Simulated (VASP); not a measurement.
Set up this calculation in VASP 6.6.1, as the native input.

```yaml
Task: single point
Functional: LDA
Potentials_or_basis: VASP PAW LDA potentials, release 64 (Ta_pv, N)
Cutoff: 520 eV
k_mesh: 20 × 20 × 20
Occupations: gaussian, width 0.15 eV
Spin: no spin polarisation
Dipole_correction: no
Further_INCAR_settings: ALGO = Normal; EDIFF = 1e-06; NBANDS = 15
```

The structure of TaN lies in POSCAR:

```
TaN
1.0
    0.0000000000      2.3002988113      1.9552539896
    2.3002988113      0.0000000000      1.9552539896
    2.3002988113      2.3002988113      0.0000000000
Ta N
1 1
Direct
    0.5000000000      0.5000000000      0.5000000000
    0.0000000000      0.0000000000      0.0000000000
```

This cell differs from its parent crystal: ratio of the length along z to the lengths across it x 0.85, volume and fractional coordinates fixed.

One way to write it, as run:

INCAR

```
SYSTEM = TaN
PREC = Accurate
ENCUT = 520
EDIFF = 1E-6
ISMEAR = 0
SIGMA = 0.15
LREAL = .FALSE.
LASPH = .TRUE.
NELM = 60
ALGO = Normal
ISIF = 2
LWAVE = .FALSE.
LCHARG = .FALSE.
NBANDS = 15
```

KPOINTS

```
regular mesh
0
G
  20 20 20
  0 0 0
```

Potentials or basis: VASP PAW LDA potentials, release 64 (Ta_pv, N).

Command:

```bash
$ cat potpaw_LDA.64/Ta_pv/POTCAR potpaw_LDA.64/N/POTCAR > POTCAR
$ mpirun -np 1 vasp_std > vasp.out
```

It gave:

* Pressure: 26.0 GPa
* Band gap on the k mesh: zero (bands 8 and 9 overlap by 4.53 eV)

Caveat: the stress differs along the axes, from -19 to 115 GPa; spin-orbit coupling is left out, which moves the levels of the heavy elements.

Run time: 3.8 min on 1 thread of Intel Xeon 8259CL (shared host), peak memory 0.3 GiB.
